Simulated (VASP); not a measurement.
# InSe (C2/m) in VASP: a series of runs, part 2 of 2

VASP 6.6.1. The steps go on from the part before.

**3. Single point, LDA**

INCAR reads:

```
ALGO = Normal ; EDIFF = 1E-6
ENCUT = 520 ; GGA = CA
ISIF = 2 ; ISMEAR = -1
LASPH = True ; LCHARG = False
LREAL = False ; LWAVE = False
NBANDS = 27 ; NELM = 80
PREC = Accurate ; SIGMA = 0.05
```

KPOINTS reads:

```
k-points
0
Gamma
  7 7 6
```

POSCAR reads:

```
InSe
1.0
    5.8263928781     -2.0546489550      0.0000000000
    5.8263928781      2.0546489550      0.0000000000
   -1.7232330140      0.0000000000      4.7713478577
In Se
2 2
Direct
    0.8882032500      0.8882032500      0.0468413600
    0.1117967500      0.1117967500      0.9531586400
    0.6609275900      0.6609275900      0.6689556200
    0.3390724100      0.3390724100      0.3310443800
```

Potentials or basis: VASP PAW LDA potentials, release 64 (In_d, Se).

Started as:

```bash
$ cat potpaw_LDA.64/In_d/POTCAR potpaw_LDA.64/Se/POTCAR > POTCAR
$ mpirun -np 1 vasp_std > vasp.out
```

Run time: 6 min. Hardware: 1 thread of AMD EPYC 7R13 (Zen 3), shared host; peak memory 0.36 GiB.

The run converged. Its results:

| Quantity | Value |
| --- | --- |
| Free energy | -16.5316 eV |
| Pressure | -2.7 GPa |
| Largest force | 0.068 eV/Å |
| Band gap on the k mesh | 1.01 eV (least direct gap 1.08 eV) |

Forces in eV/Å, atoms in the order of the input:
```
In  -0.060  0.000  0.008
In   0.060  0.000 -0.008
Se   0.003  0.000  0.068
Se  -0.003  0.000 -0.068
```

Stress tensor (GPa, compression positive):
```
-3.22  0.00  0.04
 0.00 -2.55  0.00
 0.04  0.00 -2.24
```

Levels at points of the mesh, in eV from the valence-band top:
| k point | band 17 | band 18 | band 19 | band 20 | band 21 | band 22 |
| --- | --- | --- | --- | --- | --- | --- |
| (0.00, 0.00, 0.00) | -1.95 | -1.34 | -1.12 | 2.62 | 2.93 | 3.54 |
| (0.00, 0.00, 0.50) | -1.44 | -1.04 | -0.37 | 1.01 | 2.01 | 3.47 |

Caveat: spin-orbit coupling is left out, which moves the levels of the heavy elements. A k mesh can miss the band edges.

**4. Single point, LDA (27.42 Å³/atom)**

This run uses another cell than the first one, of 27.42 Å³/atom.

INCAR reads:

```
SYSTEM = InSe
PREC = Accurate
ENCUT = 520
EDIFF = 1E-7
ISMEAR = -1
SIGMA = 0.05
LREAL = .False.
LASPH = .True.
NELM = 100
ALGO = Normal
ISIF = 2
LWAVE = .False.
LCHARG = .True.
GGA = CA
LELF = .True.
LVHAR = .True.
NBANDS = 27
```

KPOINTS reads:

```
Automatic mesh
0
Gamma
  7 7 6
  0 0 0
```

POSCAR reads:

```
InSe
1.0
    5.7476481863     -2.0268800245      0.0000000000
    5.7476481863      2.0268800245      0.0000000000
   -1.6999432264      0.0000000000      4.7068622790
In Se
2 2
Direct
    0.8882032500      0.8882032500      0.0468413600
    0.1117967500      0.1117967500      0.9531586400
    0.6609275900      0.6609275900      0.6689556200
    0.3390724100      0.3390724100      0.3310443800
```

Potentials or basis: VASP PAW LDA potentials, release 64 (In_d, Se).

Started as:

```bash
$ cat potpaw_LDA.64/In_d/POTCAR potpaw_LDA.64/Se/POTCAR > POTCAR
$ mpirun -np 1 vasp_std > vasp.out
```

OUTCAR:

```text
SYSTEM = InSe
   PREC = Accurate
   ENCUT = 520
   EDIFF = 1E-7
   ISMEAR = -1
   LREAL = .False.
   LASPH = .True.
   NELM = 100
   ISIF = 2
   GGA = CA

 ion  position               nearest neighbor table
   1  0.888  0.888  0.047-   4 2.64   4 2.64   3 2.65   2 2.76   2 3.66   2 3.66
   2  0.112  0.112  0.953-   3 2.64   3 2.64   4 2.65   1 2.76   1 3.66   1 3.66
   3  0.661  0.661  0.669-   2 2.64   2 2.64   1 2.65
   4  0.339  0.339  0.331-   1 2.64   1 2.64   2 2.65

  LATTYP: Found a base centered monoclinic cell.
 ALAT       =    11.4952963726
 B/A-ratio  =     0.3526451096
 C/A-ratio  =     0.4353462338
 COS(beta)  =    -0.3396874117

  Lattice vectors:

 A1 = (   5.7476481863,  -2.0268800245,   0.0000000000)
 A2 = (   5.7476481863,   2.0268800245,   0.0000000000)
 A3 = (  -1.6999432264,   0.0000000000,   4.7068622790)

Analysis of symmetry for initial positions (statically):
=====================================================================
 Subroutine PRICEL returns:
 Original cell was already a primitive cell.

 Routine SETGRP: Setting up the symmetry group for a
 base centered monoclinic supercell.

 Subroutine GETGRP returns: Found  4 space group operations
[... 172 lines left out ...]
 cond. band min:       5.2518487154   @ k =   0.0000   0.0000   0.5000
 fundamental gap:      1.0773709991
 Fermi energy:         4.7431932723

 k-point     1 :       0.0000    0.0000    0.0000
  band No.  band energies     occupation
      1     -10.3815      2.00000
      2     -10.2337      2.00000
      3     -10.0244      2.00000
      4      -9.9898      2.00000
      5      -9.9424      2.00000
      6      -9.9384      2.00000
[... 709 lines left out ...]
     26      10.8925      0.00000
     27      12.1184      0.00000

 [... further k-points ...]

------------------------ aborting loop because EDIFF is reached ----------------------------------------

  FORCE on cell =-STRESS in cart. coord.  units (eV):
  Direction    XX          YY          ZZ          XY          YZ          ZX
  --------------------------------------------------------------------------------------
  -------------------------------------------------------------------------------------
  Total       -0.6339489     -0.3013897     -0.3793942      0.0000000      0.0000000      0.0794428
  in kB       -9.2615814     -4.4031070     -5.5427018      0.0000000      0.0000000      1.1606075
  external PRESSURE =      -6.4024634 kB  Pullay stress =       0.0000000 kB

 VOLUME and BASIS-vectors are now :
 -----------------------------------------------------------------------------
  energy-cutoff  :      520.00
  volume of cell :      109.67
      direct lattice vectors                 reciprocal lattice vectors
     5.747648186 -2.026880025  0.000000000     0.086992102 -0.246684557  0.031418305
     5.747648186  2.026880025  0.000000000     0.086992102  0.246684557  0.031418305
    -1.699943226  0.000000000  4.706862279     0.000000000  0.000000000  0.212455759

 POSITION                                       TOTAL-FORCE (eV/Angst)
 -----------------------------------------------------------------------------------
     10.13053      0.00000      0.22048         0.123472      0.000000     -0.032493
     -0.33518      0.00000      4.48639        -0.123472      0.000000      0.032493
      6.46037      0.00000      3.14868         0.021467      0.000000     -0.252601
      3.33498      0.00000      1.55818        -0.021467      0.000000      0.252601
 -----------------------------------------------------------------------------------
    total drift:                               -0.000000     -0.000000      0.000000

  FREE ENERGIE OF THE ION-ELECTRON SYSTEM (eV)
  ---------------------------------------------------
  free  energy   TOTEN  =       -16.5790971787 eV

  energy  without entropy=      -16.5790967860  energy(sigma->0) =      -16.57909698
```

stdout:

```text
POSCAR found type information on POSCAR InSe
 POSCAR found :  2 types and       4 ions
 scaLAPACK will be used
 LDA part: xc-table for (Slater(with rela. corr.)+CA(PZ))
 , standard interpolation
 POSCAR, INCAR and KPOINTS ok, starting setup
 FFT: planning ... GRIDC
 FFT: planning ... GRID_SOFT
 FFT: planning ... GRID
 WAVECAR not read
 entering main loop
```

It took 8.9 min on 1 thread of Intel Xeon 8259CL, shared host; peak memory 0.39 GiB.

What came out:

```yaml
Free_energy: -16.5791 eV
Pressure: -0.6 GPa
Largest_force: 0.254 eV/Å
Band_gap_on_the_k_mesh: 1.08 eV (least direct gap 1.21 eV)
```

Forces in eV/Å, atoms in the order of the input:
```
In   0.123  0.000 -0.032
In  -0.123  0.000  0.032
Se   0.021  0.000 -0.253
Se  -0.021  0.000  0.253
```

Caveat: spin-orbit coupling is left out, which moves the levels of the heavy elements. A k mesh can miss the band edges.

**5. Single point, LDA (27.99 Å³/atom)**

This run uses another cell than the first one, of 27.99 Å³/atom.

INCAR reads:

```
PREC = Accurate
ENCUT = 520
EDIFF = 1E-6
ISMEAR = -1
SIGMA = 0.05
LREAL = False
LASPH = True
NELM = 80
ALGO = Normal
ISIF = 2
LWAVE = False
LCHARG = False
NBANDS = 27
```

KPOINTS reads:

```
regular mesh
0
Gamma
  7 7 6
```

POSCAR reads:

```
InSe
1.0
    5.7872883920     -2.0408589492      0.0000000000
    5.7872883920      2.0408589492      0.0000000000
   -1.7116673433      0.0000000000      4.7393244240
In Se
2 2
Direct
    0.8882032500      0.8882032500      0.0468413600
    0.1117967500      0.1117967500      0.9531586400
    0.6609275900      0.6609275900      0.6689556200
    0.3390724100      0.3390724100      0.3310443800
```

Started as:

```bash
$ cat potpaw_LDA.64/In_d/POTCAR potpaw_LDA.64/Se/POTCAR > POTCAR
$ mpirun -np 1 vasp_std > vasp.out
```

Run time: 8.3 min. Hardware: 1 thread of Intel Xeon 8259CL, shared host; peak memory 0.39 GiB.

The run converged. Its results:

| Quantity | Value |
| --- | --- |
| Free energy | -16.5626 eV |
| Pressure | -1.7 GPa |
| Largest force | 0.086 eV/Å |
| Band gap on the k mesh | 1.04 eV (least direct gap 1.14 eV) |

Forces in eV/Å, atoms in the order of the input:
```
In   0.029  0.000 -0.012
In  -0.029  0.000  0.012
Se   0.012  0.000 -0.086
Se  -0.012  0.000  0.086
```

Stress tensor (GPa, compression positive):
```
-2.13  0.00  0.08
 0.00 -1.55  0.00
 0.08  0.00 -1.44
```

Levels at points of the mesh, in eV from the valence-band top:
```tsv
k point	band 17	band 18	band 19	band 20	band 21	band 22
(0.00, 0.00, 0.00)	-2.00	-1.38	-1.15	2.68	2.94	3.57
(0.00, 0.00, 0.50)	-1.48	-1.06	-0.38	1.04	2.03	3.53
```

Caveat: spin-orbit coupling is left out, which moves the levels of the heavy elements.

**6. The runs side by side**

| cell | gap on the mesh (eV) | pressure (GPa) | largest force (eV/Å) |
| --- | --- | --- | --- |
| a = 6.178, b = 6.178, c = 5.073 Å, angles 108.7, 108.7, 38.8°, 4 atoms | 1.01 | -2.7 | 0.07 |
| a = 6.095, b = 6.095, c = 5.004 Å, angles 108.7, 108.7, 38.8°, 4 atoms | 1.08 | -0.6 | 0.25 |
| a = 6.137, b = 6.137, c = 5.039 Å, angles 108.7, 108.7, 38.8°, 4 atoms | 1.04 | -1.7 | 0.09 |

Alike in all rows: task single point; level LDA; potentials or basis VASP PAW LDA potentials, release 64 (In_d, Se); no spin polarisation; k mesh 7 × 7 × 6; cutoff (eV) 520; smearing fermi-dirac 0.05 eV.

Caveats: spin-orbit coupling is left out, which moves the levels of the heavy elements.

Absolute energies hang on the potentials; compare differences alone.
